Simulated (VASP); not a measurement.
**Al16H2O: single point with PBE+D3(BJ)**

Slab: Al16H2O, a slab with vacuum.

```
CELL_PARAMETERS angstrom
5.72757 0.00000 0.00000
0.00000 5.72757 0.00000
0.00000 0.00000 19.07500
ATOMIC_POSITIONS crystal
Al 0.25000 0.25000 0.05242
Al 0.75000 0.25000 0.05242
Al 0.25000 0.75000 0.05242
Al 0.75000 0.75000 0.05242
Al 0.00126 0.00378 0.15595
Al 0.50007 0.00652 0.15545
Al 0.00259 0.50229 0.15582
Al 0.50076 0.50324 0.15641
Al 0.25313 0.26090 0.26541
Al 0.75518 0.26080 0.26409
Al 0.25364 0.76474 0.26304
Al 0.75346 0.76324 0.26168
Al 0.00964 0.02552 0.37396
Al 0.51609 0.01065 0.36506
Al 0.00209 0.53607 0.36341
Al 0.50457 0.51117 0.36631
O 0.09109 0.14810 0.49176
H 0.24940 0.20623 0.48181
H 0.00311 0.29011 0.50267
```

```
Program                : VASP 6.6.1
Task                   : single point
Functional             : PBE
Dispersion             : D3(BJ)
Potentials or basis    : VASP PAW PBE potentials, release 64 (Al, O, H)
Cutoff                 : 520 eV
k mesh                 : 3 × 3 × 1
Occupations            : fermi-dirac, width 0.15 eV
Spin                   : no spin polarisation
Dipole correction      : no
Further INCAR settings : LREAL = Auto; ALGO = Normal; EDIFF = 1e-06; NBANDS = 43
```

```
Largest force              : 0.178 eV/Å
Dispersion energy per atom : -0.211 eV
```

Forces on the atoms (eV/Å):
```
Al  -0.035  0.018 -0.001
Al   0.051  0.029  0.030
Al   0.000  0.027  0.052
Al   0.018  0.016  0.072
Al  -0.001  0.000  0.002
Al   0.000  0.001 -0.001
Al  -0.001 -0.002  0.000
Al   0.000  0.000  0.004
Al   0.003  0.010  0.000
Al   0.005  0.011  0.001
Al   0.005  0.010  0.003
Al   0.003  0.011 -0.001
Al   0.010  0.021  0.034
Al   0.015  0.007 -0.001
Al   0.002  0.024 -0.003
Al   0.004  0.009  0.003
O   -0.044 -0.145 -0.094
H    0.104 -0.042 -0.039
H   -0.140 -0.003 -0.061
```

Levels at points of the mesh, in eV from the Fermi level:
```tsv
k point	band 26	band 27	band 28	band 29	band 30	band 31
(0.00, 0.00, 0.00)	-1.24	-1.22	-0.14	-0.03	0.04	0.11
```

Run time: 5.5 min on 1 thread of Intel Xeon 6975P-C (shared host), peak memory 0.68 GiB.

Caveat: the k points lie up to 0.37 Å⁻¹ apart.
